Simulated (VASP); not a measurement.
Wanted: the native input for a VASP 6.6.1 run.

```yaml
Task: single point
Functional: PBEsol
Potentials_or_basis: VASP PAW PBE potentials, release 64 (W_sv, S)
Cutoff: 520 eV
k_mesh: 14 × 14 × 14
Occupations: gaussian, width 0.1 eV
Spin: collinear spin
Starting_moments: "[2.5, 0.0] μB"
Dipole_correction: no
Further_INCAR_settings: ALGO = Normal; EDIFF = 1e-06; NBANDS = 21
```

The structure of WS lies in POSCAR:

```
WS
1.0
    0.0000000000      2.6398533320      2.6398533320
    2.6398533320      0.0000000000      2.6398533320
    2.6398533320      2.6398533320      0.0000000000
W S
1 1
Direct
    0.0000000000      0.0000000000      0.0000000000
    0.2500000000      0.2500000000      0.2500000000
```

The input as run:

INCAR

```
  ALGO = Normal
  EDIFF = 1E-6
  ENCUT = 520
  GGA = PS
  ISIF = 2
  ISMEAR = 0
  ISPIN = 2
  LASPH = True
  LCHARG = False
  LMAXMIX = 4
  LORBIT = 11
  LREAL = False
  LWAVE = False
  MAGMOM = 2.5 0
  NBANDS = 21
  NELM = 150
  PREC = Accurate
  SIGMA = 0.1
```

KPOINTS

```
k-points
0
Gamma
  14 14 14
```

Potentials or basis: VASP PAW PBE potentials, release 64 (W_sv, S).

The run is started by

```bash
$ cat potpaw_PBE.64/W_sv/POTCAR potpaw_PBE.64/S/POTCAR > POTCAR
$ mpirun -np 1 vasp_std > vasp.out
```

It gave:

```json
{
  "Pressure": "0.4 GPa",
  "Band gap on the k mesh": "zero (filled and empty bands overlap)",
  "Net moment": "0.00 μB per cell",
  "Valence electrons inside the program's atomic spheres": "W 12.19; S 3.72"
}
```

Caveat: the PAW data sets were made with another functional, which shifts forces and pressure a little; spin-orbit coupling is left out, which moves the levels of the heavy elements.

It took 74 s on 1 thread of Intel(R) Xeon(R) 6975P-C (Granite Rapids), with other jobs on the host, peak memory 0.25 GiB.
